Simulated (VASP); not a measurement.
# AlN (P1) in VASP: electric field gradients with PBEsol

Aim: the electric field gradients of AlN with PBEsol.

Program: VASP 6.6.1. These are calculated values, not measurements. Logs are shortened: lines on timing, memory, paths and dates and some standing lists are left out, and cuts for length are marked.

## (1) The cell of the first run

The typed cell holds 4 atoms: a = 3.112 Å, b = 3.152 Å, c = 4.979 Å, α = 90.62°, β = 91.71°, γ = 121.27°.

## (2) Electric field gradients, PBEsol (equal xy, yz and zx shear strains of -3 %)

INCAR reads:

```
PREC     = Accurate       # precision mode
ENCUT    = 520            # plane-wave cutoff, eV
EDIFF    = 1E-8           # SCF threshold, eV
ISMEAR   = -1             # smearing method
SIGMA    = 0.02           # smearing width, eV
LREAL    = F              # projectors in reciprocal space
LASPH    = T              # aspherical terms in the spheres
NELM     = 60             # most SCF steps
ALGO     = Normal         # electronic algorithm
ISIF     = 2              # what is computed and relaxed
LWAVE    = F              # write WAVECAR
LCHARG   = F              # write CHGCAR
GGA      = PS             # functional
LEFG     = T            
NBANDS   = 16             # bands
```

KPOINTS reads:

```
regular mesh
0
Gamma
  11 11 6
```

POSCAR reads:

```
AlN
1.0
    3.1110021516     -0.0466650323     -0.0466650323
   -1.5959141792      2.7175394106     -0.0170805873
   -0.0746700000     -0.0746700000      4.9780000000
Al N
2 2
Direct
    0.3333333333      0.6666666667      0.0000000000
    0.6666666667      0.3333333333      0.5000000000
    0.3333333333      0.6666666667      0.3850000000
    0.6666666667      0.3333333333      0.8850000000
```

Potentials or basis: VASP PAW PBE potentials, release 64 (Al, N).

The run is started by

```bash
cat potpaw_PBE.64/Al/POTCAR potpaw_PBE.64/N/POTCAR > POTCAR
mpirun -np 1 vasp_std > vasp.out
```

OUTCAR:

```text
PREC = Accurate
   ENCUT = 520
   EDIFF = 1E-8
   ISMEAR = -1
   LREAL = F
   LASPH = T
   NELM = 60
   ISIF = 2
   GGA = PS

 ion  position               nearest neighbor table
   1  0.333  0.667  0.000-   4 1.84   4 1.90   4 1.91   3 1.92   2 3.00   2 3.03   2 3.07   2 3.10
                             2 3.11   2 3.12
   2  0.667  0.333  0.500-   3 1.87   3 1.89   3 1.90   4 1.92   1 3.00   1 3.03   1 3.07   1 3.10
                             1 3.11   1 3.12
   3  0.333  0.667  0.385-   2 1.87   2 1.89   2 1.90   1 1.92
   4  0.667  0.333  0.885-   1 1.84   1 1.90   1 1.91   2 1.92

  LATTYP: Found a triclinic cell.
 ALAT       =     3.1515479152
 B/A-ratio  =     2.3625234169
 C/A-ratio  =     0.9873567314
 COS(alpha) =     0.0016408768
 COS(beta)  =     0.5191268021
 COS(gamma) =     0.6367893156

  Lattice vectors:

 A1 = (  -1.5959141792,   2.7175394106,  -0.0170805873)
 A2 = (  -0.0061562068,   5.4630837889,  -5.0588262069)
 A3 = (  -3.1110021516,   0.0466650323,   0.0466650323)

Analysis of symmetry for initial positions (statically):
=====================================================================
 Subroutine PRICEL returns:
 Original cell was already a primitive cell.

 Routine SETGRP: Setting up the symmetry group for a
 triclinic supercell.

 Subroutine GETGRP returns: Found  1 space group operations
 (whereof  1 operations were pure point group operations)
 out of a pool of  2 trial point group operations.

The static configuration has the point symmetry C_1 .

Analysis of symmetry for dynamics (positions and initial velocities):
=====================================================================
 Subroutine PRICEL returns:
 Original cell was already a primitive cell.

 Routine SETGRP: Setting up the symmetry group for a
 triclinic supercell.

 Subroutine GETGRP returns: Found  1 space group operations
 (whereof  1 operations were pure point group operations)
 out of a pool of  2 trial point group operations.

The dynamic configuration has the point symmetry C_1 .

 Subroutine INISYM returns: Found  1 space group operations
 (whereof  1 operations are pure point group operations),
 and found     1 'primitive' translations

----------------------------------------------------------------------------------------

                                     Primitive cell

  volume of cell :      41.6956

  direct lattice vectors                    reciprocal lattice vectors
     3.111002152 -0.046665032 -0.046665032     0.324414181  0.190565455  0.007724695
    -1.595914179  2.717539411 -0.017080587     0.005654869  0.371336390  0.005654869
    -0.074670000 -0.074670000  4.978000000     0.003060544  0.003060544  0.200975705

  length of vectors
     3.111702048  3.151547915  4.979119924     0.376323564  0.371422495  0.201022307

  position of ions in fractional coordinates (direct lattice)
     0.333333333  0.666666667  0.000000000
     0.666666667  0.333333333  0.500000000
     0.333333333  0.666666667  0.385000000
     0.666666667  0.333333333  0.885000000

  ion indices of the primitive-cell ions
   primitive index   ion index
                 1           1
                 2           2
                 3           3
                 4           4

----------------------------------------------------------------------------------------

 KPOINTS: regular mesh

Automatic generation of k-mesh.
 Grid dimensions read from file:
 generate k-points for:   11   11    6

 Generating k-lattice:

  Cartesian coordinates                     Fractional coordinates (reciprocal lattice)
     0.029492198  0.017324132  0.000702245     0.090909091  0.000000000  0.000000000
     0.000514079  0.033757854  0.000514079     0.000000000  0.090909091  0.000000000
     0.000510091  0.000510091  0.033495951    -0.000000000  0.000000000  0.166666667

  Length of vectors
     0.034211233  0.033765681  0.033503718

  Shift w.r.t. Gamma in fractional coordinates (k-lattice)
     0.000000000  0.000000000  0.000000000

 Subroutine IBZKPT returns following result:
 ===========================================

 Found    364 irreducible k-points:

 Following reciprocal coordinates:
            Coordinates               Weight
  0.000000  0.000000  0.000000      1.000000
  0.090909 -0.000000  0.000000      2.000000
  0.181818 -0.000000  0.000000      2.000000
  0.272727 -0.000000  0.000000      2.000000
  0.363636 -0.000000  0.000000      2.000000
  0.454545  0.000000  0.000000      2.000000
[... 16 lines left out ...]
  0.454545  0.181818 -0.000000      2.000000
 -0.454545  0.181818  0.000000      2.000000
 [... further k-points ...]
   k-points           NKPTS =    364   k-points in BZ     NKDIM =    364   number of bands    NBANDS=     16
   number of dos      NEDOS =    301   number of ions     NIONS =      4
   total plane-waves  NPLWV =  23040
   dimension x,y,z NGX =    24 NGY =   24 NGZ =   40
   dimension x,y,z NGXF=    48 NGYF=   48 NGZF=   80
   ions per type =               2   2
   NGX,Y,Z   is equivalent  to a cutoff of  12.82, 12.66, 13.36 a.u.
   NGXF,Y,Z  is equivalent  to a cutoff of  25.64, 25.32, 26.71 a.u.
 SYSTEM =  unknown system
   PREC   = accura    normal or accurate (medium, high low for compatibility)
   ISTART =      0    job   : 0-new  1-cont  2-samecut
   ICHARG =      2    charge: 1-file 2-atom 10-const
   ISPIN  =      1    spin polarized calculation?
   LNONCOLLINEAR =      F non collinear calculations
   LSORBIT =      F    spin-orbit coupling
   LASPH  =      T    aspherical Exc in radial PAW
   ENCUT  =  520.0 eV  38.22 Ry    6.18 a.u.   5.79  5.86  9.26*2*pi/ulx,y,z
   NELM   =     60;   NELMIN=  2; NELMDL= -5     # of ELM steps
   EDIFF  = 0.1E-07   stopping-criterion for ELM
   LREAL  =      F    real-space projection
   EDIFFG = 0.1E-06   stopping-criterion for IOM
   NSW    =      0    number of steps for IOM
   IBRION =     -1    ionic relax: 0-MD 1-quasi-New 2-CG
   NFREE  =      0    steps in history (QN), initial steepest desc. (CG)
   ISIF   =      2    stress and relaxation
   ISYM   =      2    0-nonsym 1-usesym 2-fastsym
   POTIM  = 0.5000    time-step for ionic-motion
   TEBEG  =    0.0;   TEEND  =   0.0 temperature during run
   PSTRESS=    0.0 pullay stress
   NELECT =      16.0000    total number of electrons
   NUPDOWN=      -1.0000    fix difference up-down
   EMIN   =  10.00;   EMAX   =-10.00  energy-range for DOS
   EFERMI =   0.00;   METHOD = LEGACY
   ISMEAR =    -1;   SIGMA  =   0.02  broadening in eV -4-tet -1-fermi 0-gaus
   EFERMI_NEDOS =   21; number of points for ismear=-14 and -15
   IALGO  =     38    algorithm
   IMIX   =      4    mixing-type and parameters
     AMIX     =   0.40;   BMIX     =  1.00
     AMIX_MAG =   1.60;   BMIX_MAG =  1.00
  volume/ion in A,a.u.               =      10.42        70.34
  Fermi-wavevector in a.u.,A,eV,Ry     =   1.189647  2.248107 19.255786  1.415260
  Thomas-Fermi vector in A             =   2.325750
   LORBIT       =      0    0 simple, 1 ext, 2 COOP (PROOUT), +10 PAW based schemes
   GGA     = PS    functional components
   LHFCALC =     F    Hartree Fock is set to
   AEXX    =    0.0000 exact exchange contribution
   IVDW    =     0    specifies the selected vdW correction
   LEPSILON=     F    determine dielectric tensor
   LRPA    =     F    only Hartree local field effects (RPA)
 non-spin polarized calculation
  energy-cutoff  :      520.00
  volume of cell :       41.70
 maximum number of plane-waves:      1140
   NGX = 11   NGY = 11   NGZ = 19

 number of electron      15.9999999 magnetization

 Free energy of the ion-electron system (eV)
  ---------------------------------------------------
  ext. energy  EPLUGINS =         0.00000000
  ---------------------------------------------------
  free energy    TOTEN  =       -31.25802357 eV

  energy without entropy =      -31.25802357  energy(sigma->0) =      -31.25802357

 E-fermi :   6.5520     XC(G=0): -11.1158

 val. band max:        6.1892380169   @ k =   0.0000   0.0000   0.0000
 cond. band min:      10.2041364431   @ k =   0.0000   0.0000   0.0000
 fundamental gap:      4.0148984262
 Fermi energy:         6.5519691204

 k-point     1 :       0.0000    0.0000    0.0000
  band No.  band energies     occupation
      1      -9.0975      2.00000
      2      -6.9037      2.00000
      3       0.0395      2.00000
      4       5.1007      2.00000
      5       5.2676      2.00000
      6       5.7693      2.00000
[... 8 lines left out ...]
     15      19.0841      0.00000
     16      19.3266      0.00000

 k-point     2 :       0.0909   -0.0000    0.0000
  band No.  band energies     occupation
      1      -8.9873      2.00000
      2      -6.8407      2.00000
      3       0.1700      2.00000
      4       4.7801      2.00000
      5       4.9648      2.00000
      6       5.3856      2.00000
[... 8 lines left out ...]
     15      18.9319      0.00000
     16      19.2834      0.00000

 k-point     3 :       0.1818   -0.0000    0.0000
  band No.  band energies     occupation
      1      -8.6678      2.00000
      2      -6.6717      2.00000
      3       0.5533      2.00000
      4       3.6550      2.00000
      5       4.3764      2.00000
      6       4.6254      2.00000
[... 8 lines left out ...]
     15      18.4030      0.00000
     16      18.5337      0.00000
[... 362 lines left out ...]
 k-point    23 :       0.4545    0.1818   -0.0000
  band No.  band energies     occupation
      1      -6.9346      2.00000
      2      -6.3437      2.00000
      3       0.9978      2.00000
      4       2.0598      2.00000
      5       2.8846      2.00000
      6       2.9900      2.00000
[... 8 lines left out ...]
     15      18.9227      0.00000
     16      20.5588      0.00000

 k-point    24 :      -0.4545    0.1818    0.0000
  band No.  band energies     occupation
      1      -7.4068      2.00000
      2      -6.2929      2.00000
      3       1.5422      2.00000
      4       2.0154      2.00000
      5       2.2885      2.00000
      6       3.4637      2.00000
[... 8 lines left out ...]
     15      18.3465      0.00000
     16      20.6042      0.00000

 [... further k-points ...]
[... 5 lines left out ...]
  --------------------------------------------------------------------------------------
  -------------------------------------------------------------------------------------
  Total        0.3943574      0.3901408     -0.1360239      1.4001336      0.9887773      0.9929645
  in kB       15.1534173     14.9913916     -5.2267996     53.8009677     37.9943571     38.1552529
  external PRESSURE =       8.3060031 kB  Pullay stress =       0.0000000 kB

 VOLUME and BASIS-vectors are now :
 -----------------------------------------------------------------------------
  energy-cutoff  :      520.00
  volume of cell :       41.70
      direct lattice vectors                 reciprocal lattice vectors
     3.111002152 -0.046665032 -0.046665032     0.324414181  0.190565455  0.007724695
    -1.595914179  2.717539411 -0.017080587     0.005654869  0.371336390  0.005654869
    -0.074670000 -0.074670000  4.978000000     0.003060544  0.003060544  0.200975705

 POSITION                                       TOTAL-FORCE (eV/Angst)
 -----------------------------------------------------------------------------------
     -0.02694      1.79614     -0.02694         0.504924      0.203762      0.216127
      1.50470      0.83740      2.45220        -0.128408      0.168779      0.183692
     -0.05569      1.76739      1.88959         0.181431     -0.168932     -0.180074
      1.47595      0.80865      4.36873        -0.557948     -0.203609     -0.219745
 -----------------------------------------------------------------------------------
    total drift:                                0.000077     -0.000110      0.000097

  FREE ENERGIE OF THE ION-ELECTRON SYSTEM (eV)
  ---------------------------------------------------
  free  energy   TOTEN  =       -31.2580235694 eV

  energy  without entropy=      -31.2580235693  energy(sigma->0) =      -31.25802357

 Electric field gradients (V/A^2)
---------------------------------------------------------------------
 ion       V_xx      V_yy      V_zz      V_xy      V_xz      V_yz
---------------------------------------------------------------------
   1      -7.731    -1.054     8.785    -5.981    -3.312     0.021
   2      -1.066    -7.420     8.486     0.534     3.470     0.146
   3       0.268    -0.858     0.589    -3.563    -2.641    -3.178
   4      -0.737     0.078     0.659    -4.529    -3.792    -3.242
---------------------------------------------------------------------

 Electric field gradients after diagonalization (V/A^2)
 (convention: |V_zz| > |V_xx| > |V_yy|)
----------------------------------------------------------------------
 ion       V_xx      V_yy      V_zz     asymmetry (V_yy - V_xx)/ V_zz
----------------------------------------------------------------------
   1       9.578     2.065   -11.643       0.645
   2      -7.466    -2.152     9.619       0.552
   3       3.322     3.038    -6.359       0.045
   4       4.249     3.563    -7.812       0.088
----------------------------------------------------------------------

           NMR quadrupolar parameters

 Cq : quadrupolar parameter    Cq=e*Q*V_zz/h
 eta: asymmetry parameters     (V_yy - V_xx)/ V_zz
 Q  : nuclear electric quadrupole moment in mb (millibarn)
----------------------------------------------------------------------
 ion       Cq(MHz)       eta       Q (mb)
----------------------------------------------------------------------
   1      -0.028       0.645       1.000
   2       0.023       0.552       1.000
   3      -0.015       0.045       1.000
   4      -0.019       0.088       1.000
----------------------------------------------------------------------
```

Run time: 3.6 min. Hardware: 1 thread of Intel Xeon Platinum 8488C (Sapphire Rapids), shared host; peak memory 0.31 GiB.

Results:

* Free energy: -31.2580 eV
* Pressure: 0.8 GPa
* Largest force: 0.633 eV/Å
* Band gap on the k mesh: 4.01 eV
* Largest electric field gradient by atom: Al -11.6, +9.6; N -6.4, -7.8 V/Å²

Forces in eV/Å, atoms in the order of the input:
```
Al   0.505  0.204  0.216
Al  -0.128  0.169  0.184
N    0.181 -0.169 -0.180
N   -0.558 -0.204 -0.220
```

Stress tensor (GPa, compression positive):
```
 1.52  5.38  3.82
 5.38  1.50  3.80
 3.82  3.80 -0.52
```

Electric field gradients, principal values (V/Å²):
| atom | least | middle | greatest (by size) |
| --- | --- | --- | --- |
| 1 Al | 2.065 | 9.578 | -11.643 |
| 2 Al | -2.152 | -7.466 | 9.619 |
| 3 N | 3.038 | 3.322 | -6.359 |
| 4 N | 3.563 | 4.249 | -7.812 |

Caveat: the cell differs from its parent crystal (equal xy, yz and zx shear strains of -3 %); without QUAD_EFG the Cq values of the log hold for a quadrupole moment of 1 mb, not for the nuclei; the PAW data sets were made with another functional, which shifts forces and pressure a little. A k mesh can miss the band edges.
